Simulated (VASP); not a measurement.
Runs of VASP 6.6.1 on NaCl (lda). The structure is that of space group Fm-3m (No. 225), or close to it. The cells are those of the table. 

```tsv
task	cell	k mesh	cutoff (eV)	smearing	gap on the mesh (eV)	pressure (GPa)	relaxed volume (Å³/atom)
single point	a = 3.864 Å, angles 60.0°, 2 atoms	8 × 8 × 8	520	gaussian 0.02 eV	5.08	0.0	-
relaxation of cell and atoms	relaxed from a = 3.974 Å, angles 60.0°, 2 atoms	8 × 8 × 8	600	gaussian 0.02 eV	5.08	0.0	20.41
relaxation of cell and atoms	relaxed from a = 3.864 Å, angles 60.0°, 2 atoms	8 × 8 × 8	600	gaussian 0.02 eV	5.08	0.0	20.42
single point	a = 3.974 Å, angles 60.0°, 2 atoms	6 × 6 × 6	520	gaussian 0.1 eV	4.74	(a)	-
```

Alike in all rows: level LDA; potentials or basis VASP PAW LDA potentials, release 64 (Na_pv, Cl); no spin polarisation.

Problem. Fill in the values left out.

Solution. (a) -2.2.

